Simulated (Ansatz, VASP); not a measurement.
## C in VASP and in Ansatz

Contents of INCAR:

```
PREC     = Accurate       # precision mode
ENCUT    = 520            # plane-wave cutoff, eV
EDIFF    = 1E-6           # SCF threshold, eV
ISMEAR   = -1             # smearing method
SIGMA    = 0.08           # smearing width, eV
LREAL    = F              # projectors in reciprocal space
LASPH    = T              # aspherical terms in the spheres
NELM     = 80             # most SCF steps
ALGO     = Normal         # electronic algorithm
ISIF     = 2              # what is computed and relaxed
LWAVE    = F              # write WAVECAR
LCHARG   = F              # write CHGCAR
NBANDS   = 11             # bands
```

KPOINTS

```
regular mesh
0
Gamma
  20 20 20
```

Contents of POSCAR:

```
C
1.0
    0.0000000000      1.6392880167      1.6392880167
    1.6392880167      0.0000000000      1.6392880167
    1.6392880167      1.6392880167      0.0000000000
C
2
Direct
   -0.1250000000     -0.1250000000     -0.1250000000
    0.1250000000      0.1250000000      0.1250000000
```

Input for Ansatz:

```yaml
crystal:
  lattice:
    - [0.0, 1.6392880167, 1.6392880167]
    - [1.6392880167, 0.0, 1.6392880167]
    - [1.6392880167, 1.6392880167, 0.0]
  atoms:
    - { symbol: C, position: [-0.125, -0.125, -0.125] }
    - { symbol: C, position: [0.125, 0.125, 0.125] }
kpoints:
  mp_grid: { grid: [20, 20, 20] }
scf:
  occupations: { method: fermi_dirac, width: 0.08 }
hamiltonian:
  xc: lda
  pseudopotentials: { kind: all_electron, lapw: { basis_error: 0.001 } }
output:
  forces: true
  stress: true
  eigenvalues: true
  populations: true
```

Change from the starting cell: volume scaled by 0.8, LAPW.

Alike in both runs: task single point; functional LDA; k mesh 20 × 20 × 20; occupations fermi-dirac, width 0.08 eV; no spin polarisation.

```csv
,VASP,Ansatz
version,VASP 6.6.1,Ansatz 0.2.0
potentials or method,"VASP PAW LDA potentials, release 64 (C), cutoff 520 eV","all-electron LAPW, scalar-relativistic"
```

```tsv
	VASP	Ansatz	Ansatz less VASP
gap on the k mesh at the Fermi level (eV)	4.77	4.78	+0.010
pressure (GPa)	158.2	155.7	-2.49
```

LDA's correlation is that of Perdew and Zunger in VASP and of Perdew and Wang (1992) in Ansatz. Both programs put the cell under a high pressure, so it lies far from rest at this level. Ansatz ran all-electron here, and VASP with PAW potentials.

Noted on VASP's run: the cell as given lies far from equilibrium.
